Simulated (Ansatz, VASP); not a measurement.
## BaS in VASP and in Ansatz

```
Ba S
1.0
     0.00000    3.51941    3.51941
     3.51941    0.00000    3.51941
     3.51941    3.51941    0.00000
Ba S
1 1
Direct
  0.00000 0.00000 0.00000
  0.25000 0.25000 0.25000
```

Alike in both runs: task single point; functional PBEsol; k mesh 4 × 4 × 4; no spin polarisation.

```csv
,VASP,Ansatz
version,VASP 6.6.1,Ansatz 0.2.0
potentials or method,"VASP PAW PBE potentials, release 64 (Ba_sv, S)","plane waves, PAW"
plane-wave cutoff (eV),500,420
occupations,"gaussian, width 0.01 eV",fixed
valence electrons in the cell,16,16
```

```csv
,VASP,Ansatz,Ansatz less VASP
gap on the k mesh at the Fermi level (eV),2.63,2.62,-0.011
pressure (GPa),-0.8,-1.2,-0.43
```

VASP's potentials were made for PBE, not for PBEsol.

Neither program's run includes spin-orbit coupling.
